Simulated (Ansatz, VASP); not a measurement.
RbBr in VASP and in Ansatz

INCAR

```
SYSTEM = RbBr
PREC = Accurate ; ENCUT = 520
EDIFF = 1E-6 ; ISMEAR = -1
SIGMA = 0.03 ; LREAL = .FALSE.
LASPH = .TRUE. ; NELM = 60
ALGO = Normal ; ISIF = 2
LWAVE = .FALSE. ; LCHARG = .TRUE.
GGA = PS ; LELF = .TRUE.
LVHAR = .TRUE. ; NBANDS = 15
```

File KPOINTS:

```
regular mesh
0
G
  7 7 7
  0 0 0
```

The input POSCAR:

```
RbBr
1.0
    0.0000000000      3.4275000000      3.3932250000
    3.4275000000      0.0000000000      3.3932250000
    3.4275000000      3.4275000000      0.0000000000
Rb Br
1 1
Direct
    0.0000000000      0.0000000000      0.0000000000
    0.5000000000      0.5000000000      0.5000000000
```

Input for Ansatz:

```yaml
crystal:
  lattice:
    - [0.0, 3.4275, 3.393225]
    - [3.4275, 0.0, 3.393225]
    - [3.4275, 3.4275, 0.0]
  atoms:
    - { symbol: Rb, position: [0.0, 0.0, 0.0] }
    - { symbol: Br, position: [0.5, 0.5, 0.5] }
kpoints:
  mp_grid: { grid: [7, 7, 7] }
  band_path:
    path:
      - [0.0, 0.0, 0.0]
      - [0.0, 0.5, 0.5]
      - [0.25, 0.75, 0.5]
      - [0.0, 0.5, 0.0]
      - [0.0, 0.0, 0.0]
      - [0.5, 0.5, 0.0]
      - [0.3775380063, 0.6224619937, 0.0]
      - [-0.3775380063, 0.3775380063, 0.0]
      - [0.0, 0.0, 0.0]
    npoints: 5
scf:
  occupations: { method: fermi_dirac, width: 0.03 }
hamiltonian:
  xc: pbesol
  pseudopotentials: { kind: all_electron, lapw: { basis_error: 0.001 } }
output:
  forces: true
  stress: true
  eigenvalues: true
```

Change from the starting cell: zz strain of -1 %.

Alike in both runs: task single point; functional PBEsol; k mesh 7 × 7 × 7; occupations fermi-dirac, width 0.03 eV; no spin polarisation.

|  | VASP | Ansatz |
| --- | --- | --- |
| version | VASP 6.6.1 | Ansatz 0.2.0 |
| potentials or method | VASP PAW PBE potentials, release 64 (Rb_sv, Br), cutoff 520 eV | all-electron LAPW, scalar-relativistic |

VASP gave:

```
gap on the k mesh at the Fermi level (eV)                     : 4.22
pressure (GPa)                                                : 0.1
traceless stress, the component that is largest in VASP (GPa) : 0.21
```

**Question.** What did Ansatz give for the same quantities?

**Answer.** gap on the k mesh at the Fermi level (eV): 4.23; pressure (GPa): 0.1; traceless stress, the component that is largest in VASP (GPa): 0.21.

VASP's potentials were made for PBE, not for PBEsol. Ansatz ran all-electron here, and VASP with PAW potentials.
